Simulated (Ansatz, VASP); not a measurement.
# One calculation of InSb, two programs

```
In Sb
1.0
     3.80765    0.00000    0.00000
     0.00000    3.80765    0.00000
     0.00000    0.00000    3.80765
In Sb
1 1
Direct
  0.00000 0.00000 0.00000
  0.50000 0.50000 0.50000
```

Alike in both runs: task single point; functional PBE; dispersion D3(BJ); k mesh 14 × 14 × 14; occupations gaussian, width 0.15 eV; no spin polarisation.

|  | VASP | Ansatz |
| --- | --- | --- |
| version | VASP 6.6.1 | Ansatz 0.2.0 |
| potentials or method | VASP PAW PBE potentials, release 64 (In_d, Sb), cutoff 520 eV | scalar-relativistic, plane waves, PAW |
| valence electrons in the cell | 18 | 28 |

```tsv
	VASP	Ansatz	Ansatz less VASP
gap on the k mesh at the Fermi level (eV)	none	none	-
pressure (GPa)	-2.5	-2.4	+0.08
```

A gap of «none» marks a metal or a gap that the smearing closes. VASP's potentials hold 18 valence electrons a cell and Ansatz's 28, so a difference there can come from the potentials and not from the codes.

Spin-orbit coupling is off throughout.
